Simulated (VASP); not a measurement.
# La2O3 (P-3m1) in VASP: settings compared

La2O3 is run at these levels: LDA, PBEsol, PBE, r2SCAN; tasks: single point.

Program: VASP 6.6.1. These are calculated values, not measurements. Logs are shortened: lines on timing, memory, paths and dates and some standing lists are left out, and cuts for length are marked.

### 1 The cell of the first run

It takes space group P-3m1 (No. 164, trigonal). The conventional cell has a = 3.883 Å, b = 3.883 Å, c = 5.951 Å, α = 90.00°, β = 90.00°, γ = 120.00°. Within 3.1 Å of La (site symmetry 3m) lie 7 O at 2.33 to 2.67 Å. Within 3.5 Å of O (site symmetry -3m) lie 6 La at 2.67 Å and 6 O at 3.07 Å. Within 3.1 Å of O (site symmetry 3m) lie 4 La at 2.33 to 2.40 Å and 6 O at 2.84 to 3.07 Å.

### 2 Single point, LDA

INCAR

```
SYSTEM = La2O3
  ALGO = Normal
  EDIFF = 1E-6
  ENCUT = 520
  ISIF = 2
  ISMEAR = -1
  LASPH = .True.
  LCHARG = .False.
  LREAL = .False.
  LWAVE = .False.
  NBANDS = 28
  NELM = 80
  PREC = Accurate
  SIGMA = 0.02
```

KPOINTS

```
k-points
0
Gamma
  6 6 4
  0 0 0
```

POSCAR

```
La2O3
1.0
    3.8826577843      0.0000000000      0.0000000000
   -1.9413288921      3.3624802754      0.0000000000
    0.0000000000      0.0000000000      5.9511586261
La O
2 3
Direct
    0.3333333333      0.6666666667      0.2439662256
    0.6666666667      0.3333333333      0.7560337744
    0.0000000000      0.0000000000      0.0000000000
    0.3333333333      0.6666666667      0.6465484109
    0.6666666667      0.3333333333      0.3534515891
```

Potentials or basis: VASP PAW LDA potentials, release 64 (La, O).

Command:

```bash
$ cat potpaw_LDA.64/La/POTCAR potpaw_LDA.64/O/POTCAR > POTCAR
$ mpirun -np 1 vasp_std > vasp.out
```

OUTCAR:

```text
SYSTEM = La2O3
   EDIFF = 1E-6
   ENCUT = 520
   ISIF = 2
   ISMEAR = -1
   LASPH = .True.
   LREAL = .False.
   NELM = 80
   PREC = Accurate

 ion  position               nearest neighbor table
   1  0.333  0.667  0.244-   5 2.33   5 2.33   5 2.33   4 2.40   3 2.67   3 2.67   3 2.67   2 3.67
                             2 3.67   2 3.67
   2  0.667  0.333  0.756-   4 2.33   4 2.33   4 2.33   5 2.40   3 2.67   3 2.67   3 2.67   1 3.67
                             1 3.67   1 3.67
   3  0.000  0.000  0.000-   1 2.67   2 2.67   1 2.67   2 2.67   2 2.67   1 2.67
   4  0.333  0.667  0.647-   2 2.33   2 2.33   2 2.33   1 2.40
   5  0.667  0.333  0.353-   1 2.33   1 2.33   1 2.33   2 2.40

  LATTYP: Found a hexagonal cell.
 ALAT       =     3.8826577843
 C/A-ratio  =     1.5327538394

  Lattice vectors:

 A1 = (   3.8826577843,   0.0000000000,   0.0000000000)
 A2 = (  -1.9413288921,   3.3624802754,   0.0000000000)
 A3 = (   0.0000000000,   0.0000000000,   5.9511586261)

Analysis of symmetry for initial positions (statically):
=====================================================================
 Subroutine PRICEL returns:
 Original cell was already a primitive cell.

 Routine SETGRP: Setting up the symmetry group for a
 hexagonal supercell.

 Subroutine GETGRP returns: Found 12 space group operations
 (whereof 12 operations were pure point group operations)
 out of a pool of 24 trial point group operations.

The static configuration has the point symmetry D_3d.

Analysis of symmetry for dynamics (positions and initial velocities):
=====================================================================
 Subroutine PRICEL returns:
 Original cell was already a primitive cell.

 Routine SETGRP: Setting up the symmetry group for a
 hexagonal supercell.

 Subroutine GETGRP returns: Found 12 space group operations
 (whereof 12 operations were pure point group operations)
 out of a pool of 24 trial point group operations.

The dynamic configuration has the point symmetry D_3d.

 Subroutine INISYM returns: Found 12 space group operations
 (whereof 12 operations are pure point group operations),
 and found     1 'primitive' translations

----------------------------------------------------------------------------------------

                                     Primitive cell

  volume of cell :      77.6945

  direct lattice vectors                    reciprocal lattice vectors
     3.882657784  0.000000000  0.000000000     0.257555534  0.148699757  0.000000000
    -1.941328892  3.362480275  0.000000000     0.000000000  0.297399514  0.000000000
     0.000000000  0.000000000  5.951158626     0.000000000  0.000000000  0.168034506

  length of vectors
     3.882657784  3.882657784  5.951158626     0.297399514  0.297399514  0.168034506

  position of ions in fractional coordinates (direct lattice)
     0.333333333  0.666666667  0.243966226
     0.666666667  0.333333333  0.756033774
     0.000000000  0.000000000  0.000000000
     0.333333333  0.666666667  0.646548411
     0.666666667  0.333333333  0.353451589

  ion indices of the primitive-cell ions
   primitive index   ion index
                 1           1
                 2           2
                 3           3
                 4           4
                 5           5

----------------------------------------------------------------------------------------

 KPOINTS: k-points

Automatic generation of k-mesh.
 Grid dimensions read from file:
 generate k-points for:    6    6    4

 Generating k-lattice:

  Cartesian coordinates                     Fractional coordinates (reciprocal lattice)
     0.042925922  0.024783293  0.000000000     0.166666667  0.000000000  0.000000000
     0.000000000  0.049566586  0.000000000     0.000000000  0.166666667  0.000000000
     0.000000000  0.000000000  0.042008627     0.000000000  0.000000000  0.250000000

  Length of vectors
     0.049566586  0.049566586  0.042008627

  Shift w.r.t. Gamma in fractional coordinates (k-lattice)
     0.000000000  0.000000000  0.000000000

 Subroutine IBZKPT returns following result:
 ===========================================

 Found     24 irreducible k-points:

 Following reciprocal coordinates:
            Coordinates               Weight
  0.000000  0.000000  0.000000      1.000000
  0.166667 -0.000000  0.000000      6.000000
  0.333333  0.000000  0.000000      6.000000
  0.500000  0.000000  0.000000      3.000000
  0.166667  0.166667  0.000000      6.000000
  0.333333  0.166667  0.000000     12.000000
[... 16 lines left out ...]
  0.333333  0.166667  0.500000     12.000000
  0.333333  0.333333  0.500000      2.000000
   k-points           NKPTS =     24   k-points in BZ     NKDIM =     24   number of bands    NBANDS=     28
   number of dos      NEDOS =    301   number of ions     NIONS =      5
   total plane-waves  NPLWV =  43200
   dimension x,y,z NGX =    30 NGY =   30 NGZ =   48
   dimension x,y,z NGXF=    60 NGYF=   60 NGZF=   96
   ions per type =               2   3
   NGX,Y,Z   is equivalent  to a cutoff of  12.85, 12.85, 13.41 a.u.
   NGXF,Y,Z  is equivalent  to a cutoff of  25.69, 25.69, 26.82 a.u.
 SYSTEM =  La2O3
   PREC   = accura    normal or accurate (medium, high low for compatibility)
   ISTART =      0    job   : 0-new  1-cont  2-samecut
   ICHARG =      2    charge: 1-file 2-atom 10-const
   ISPIN  =      1    spin polarized calculation?
   LNONCOLLINEAR =      F non collinear calculations
   LSORBIT =      F    spin-orbit coupling
   LASPH  =      T    aspherical Exc in radial PAW
   ENCUT  =  520.0 eV  38.22 Ry    6.18 a.u.   7.22  7.22 11.07*2*pi/ulx,y,z
   NELM   =     80;   NELMIN=  2; NELMDL= -5     # of ELM steps
   EDIFF  = 0.1E-05   stopping-criterion for ELM
   LREAL  =      F    real-space projection
   EDIFFG = 0.1E-04   stopping-criterion for IOM
   NSW    =      0    number of steps for IOM
   IBRION =     -1    ionic relax: 0-MD 1-quasi-New 2-CG
   NFREE  =      0    steps in history (QN), initial steepest desc. (CG)
   ISIF   =      2    stress and relaxation
   ISYM   =      2    0-nonsym 1-usesym 2-fastsym
   POTIM  = 0.5000    time-step for ionic-motion
   TEBEG  =    0.0;   TEEND  =   0.0 temperature during run
   PSTRESS=    0.0 pullay stress
   NELECT =      40.0000    total number of electrons
   NUPDOWN=      -1.0000    fix difference up-down
   EMIN   =  10.00;   EMAX   =-10.00  energy-range for DOS
   EFERMI =   0.00;   METHOD = LEGACY
   ISMEAR =    -1;   SIGMA  =   0.02  broadening in eV -4-tet -1-fermi 0-gaus
   EFERMI_NEDOS =   21; number of points for ismear=-14 and -15
   IALGO  =     38    algorithm
   IMIX   =      4    mixing-type and parameters
     AMIX     =   0.40;   BMIX     =  1.00
     AMIX_MAG =   1.60;   BMIX_MAG =  1.00
  volume/ion in A,a.u.               =      15.54       104.86
  Fermi-wavevector in a.u.,A,eV,Ry     =   1.312093  2.479497 23.423636  1.721589
  Thomas-Fermi vector in A             =   2.442509
   LORBIT       =      0    0 simple, 1 ext, 2 COOP (PROOUT), +10 PAW based schemes
   GGA     = CA    functional components
   LHFCALC =     F    Hartree Fock is set to
   AEXX    =    0.0000 exact exchange contribution
   IVDW    =     0    specifies the selected vdW correction
   LEPSILON=     F    determine dielectric tensor
   LRPA    =     F    only Hartree local field effects (RPA)
 non-spin polarized calculation
  energy-cutoff  :      520.00
  volume of cell :       77.69
 maximum number of plane-waves:      2134
 NGX is ok and might be reduce to    30
   NGX = 15   NGY = 15   NGZ = 23

 number of electron      39.9999991 magnetization

 Free energy of the ion-electron system (eV)
  ---------------------------------------------------
  ext. energy  EPLUGINS =         0.00000000
  ---------------------------------------------------
  free energy    TOTEN  =       -45.89760983 eV

  energy without entropy =      -45.89760983  energy(sigma->0) =      -45.89760983

 E-fermi :   6.7353     XC(G=0): -11.1864

 val. band max:        6.2034344920   @ k =   0.5000   0.0000   0.5000
 cond. band min:       9.9365195854   @ k =   0.3333   0.3333   0.0000
 fundamental gap:      3.7330850934
 Fermi energy:         6.7353297194

 k-point     1 :       0.0000    0.0000    0.0000
  band No.  band energies     occupation
      1     -23.3110      2.00000
      2     -22.9795      2.00000
      3     -10.7200      2.00000
      4      -9.2745      2.00000
      5      -8.8517      2.00000
      6      -6.8078      2.00000
[... 20 lines left out ...]
     27      11.6708      0.00000
     28      11.9499      0.00000

 k-point     2 :       0.1667   -0.0000    0.0000
  band No.  band energies     occupation
      1     -23.2524      2.00000
      2     -22.9584      2.00000
      3     -10.6989      2.00000
      4      -9.8052      2.00000
      5      -9.2409      2.00000
      6      -6.9377      2.00000
[... 20 lines left out ...]
     27      11.8145      0.00000
     28      11.9048      0.00000

 k-point     3 :       0.3333    0.0000    0.0000
  band No.  band energies     occupation
      1     -23.1204      2.00000
      2     -22.9271      2.00000
      3     -10.8684      2.00000
      4     -10.6239      2.00000
      5      -9.3303      2.00000
      6      -7.1593      2.00000
[... 20 lines left out ...]
     27      11.7412      0.00000
     28      11.7585      0.00000

 k-point     4 :       0.5000    0.0000    0.0000
  band No.  band energies     occupation
      1     -23.0354      2.00000
      2     -22.9283      2.00000
      3     -11.0114      2.00000
      4     -10.9921      2.00000
      5      -9.0883      2.00000
      6      -7.5641      2.00000
[... 578 lines left out ...]
     27      11.6923      0.00000
     28      11.8267      0.00000

 k-point    23 :       0.3333    0.1667    0.5000
  band No.  band energies     occupation
      1     -22.9866      2.00000
      2     -22.9763      2.00000
      3     -11.1648      2.00000
      4     -10.9449      2.00000
      5      -9.2165      2.00000
      6      -7.2575      2.00000
[... 20 lines left out ...]
     27      11.6955      0.00000
     28      11.7318      0.00000

 k-point    24 :       0.3333    0.3333    0.5000
  band No.  band energies     occupation
      1     -22.9598      2.00000
      2     -22.9598      2.00000
      3     -11.1012      2.00000
      4     -11.1012      2.00000
      5      -9.5345      2.00000
      6      -7.4956      2.00000
[... 20 lines left out ...]
     27      11.6852      0.00000
     28      11.7124      0.00000

------------------------ aborting loop because EDIFF is reached ----------------------------------------

  FORCE on cell =-STRESS in cart. coord.  units (eV):
  Direction    XX          YY          ZZ          XY          YZ          ZX
  --------------------------------------------------------------------------------------
  -------------------------------------------------------------------------------------
  Total       -0.0081491     -0.0081491     -0.0233665     -0.0000000      0.0000000     -0.0000000
  in kB       -0.1680468     -0.1680468     -0.4818520     -0.0000000      0.0000000     -0.0000000
  external PRESSURE =      -0.2726485 kB  Pullay stress =       0.0000000 kB

 VOLUME and BASIS-vectors are now :
 -----------------------------------------------------------------------------
  energy-cutoff  :      520.00
  volume of cell :       77.69
      direct lattice vectors                 reciprocal lattice vectors
     3.882657784  0.000000000  0.000000000     0.257555534  0.148699757  0.000000000
    -1.941328892  3.362480275  0.000000000     0.000000000  0.297399514  0.000000000
     0.000000000  0.000000000  5.951158626     0.000000000  0.000000000  0.168034506

 POSITION                                       TOTAL-FORCE (eV/Angst)
 -----------------------------------------------------------------------------------
     -0.00000      2.24165      1.45188        -0.000000      0.000000     -0.008932
      1.94133      1.12083      4.49928         0.000000     -0.000000      0.008932
      0.00000      0.00000      0.00000        -0.000000      0.000000      0.000000
     -0.00000      2.24165      3.84771        -0.000000      0.000000      0.001770
      1.94133      1.12083      2.10345         0.000000     -0.000000     -0.001770
 -----------------------------------------------------------------------------------
    total drift:                               -0.000000      0.000000     -0.000000

  FREE ENERGIE OF THE ION-ELECTRON SYSTEM (eV)
  ---------------------------------------------------
  free  energy   TOTEN  =       -45.8976098323 eV

  energy  without entropy=      -45.8976098323  energy(sigma->0) =      -45.89760983
```

Run time: 64 s. Hardware: 1 thread of Intel Xeon Platinum 8259CL at 2.50GHz (Skylake/Cascade Lake), shared host; peak memory 0.2 GiB.

What came out:

- Free energy: -45.8976 eV
- Pressure: 0.0 GPa
- Largest force: 0.009 eV/Å
- Band gap on the k mesh: 3.73 eV (least direct gap 3.80 eV)

Forces in eV/Å, atoms in the order of the input:
```
La   0.000  0.000 -0.009
La   0.000  0.000  0.009
O    0.000  0.000  0.000
O    0.000  0.000  0.002
O    0.000  0.000 -0.002
```

Levels at points of the mesh, in eV from the valence-band top:
```csv
k point,band 17,band 18,band 19,band 20,band 21,band 22,band 23,band 24
"(0.00, 0.00, 0.00)",-1.84,-0.49,-0.49,-0.20,4.27,4.49,4.49,5.35
"(0.50, 0.00, 0.00)",-0.77,-0.68,-0.42,-0.34,3.78,4.70,5.24,5.26
"(0.00, 0.00, 0.50)",-1.12,-0.93,-0.35,-0.35,4.67,4.67,4.67,5.07
"(0.50, 0.00, 0.50)",-0.97,-0.82,-0.38,0.00,4.42,4.60,5.10,5.26
```

Caveat: spin-orbit coupling is left out, which moves the levels of the heavy elements. A k mesh can miss the band edges.

(Part 1 of 2 ends here.)
